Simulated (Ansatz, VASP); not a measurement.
## Ni: VASP beside Ansatz

File INCAR:

```
ALGO = Normal
EDIFF = 1E-6
ENCUT = 520
GGA = PE
ISIF = 2
ISMEAR = -1
ISPIN = 2
LASPH = True
LCHARG = False
LMAXMIX = 4
LORBIT = 11
LREAL = False
LWAVE = False
MAGMOM = 1 1
NBANDS = 21
NELM = 150
PREC = Accurate
SIGMA = 0.08
```

Contents of KPOINTS:

```
k-points
0
Gamma
  17 17 10
```

File POSCAR:

```
Ni
1.0
    2.0976225820      0.0000000000      0.0000000000
   -1.0488112910      1.8165944436      0.0000000000
    0.0000000000      0.0000000000      3.4452332902
Ni
2
Direct
    0.3333333333      0.6666666667      0.2500000000
    0.6666666667      0.3333333333      0.7500000000
```

Input for Ansatz:

```yaml
crystal:
  lattice:
    - [2.097622582, 0.0, 0.0]
    - [-1.048811291, 1.8165944436, 0.0]
    - [0.0, 0.0, 3.4452332902]
  atoms:
    - { symbol: Ni, position: [0.3333333333, 0.6666666667, 0.25], spin: 1.0 }
    - { symbol: Ni, position: [0.6666666667, 0.3333333333, 0.75], spin: 1.0 }
magnetization:
  spin_polarized: true
kpoints:
  mp_grid: { grid: [17, 17, 10] }
scf:
  occupations: { method: fermi_dirac, width: 0.08 }
hamiltonian:
  xc: pbe
  pseudopotentials: { kind: all_electron, lapw: { basis_error: 0.001 } }
output:
  forces: true
  stress: true
  eigenvalues: true
  populations: true
```

Change from the starting cell: volume scaled by 0.6, LAPW.

Alike in both runs: task single point; functional PBE; k mesh 17 × 17 × 10; occupations fermi-dirac, width 0.08 eV; collinear spin.

|  | VASP | Ansatz |
| --- | --- | --- |
| version | VASP 6.6.1 | Ansatz 0.2.0 |
| potentials or method | VASP PAW PBE potentials, release 64 (Ni), cutoff 520 eV | all-electron LAPW, scalar-relativistic |

|  | VASP | Ansatz | Ansatz less VASP |
| --- | --- | --- | --- |
| pressure (GPa) | 338.9 | 339.5 | +0.63 |
| net moment per atom (μB) | 0.45 | 0.46 | +0.005 |
| size of the moment on the site where the two differ most (μB) | 0.43 | 0.47 | +0.042 |

Site moments also hang on the region over which each program counts them. Both programs put the cell under a high pressure, so it lies far from rest at this level. Ansatz ran all-electron here, and VASP with PAW potentials.

Noted on VASP's run: the cell as given lies far from equilibrium.
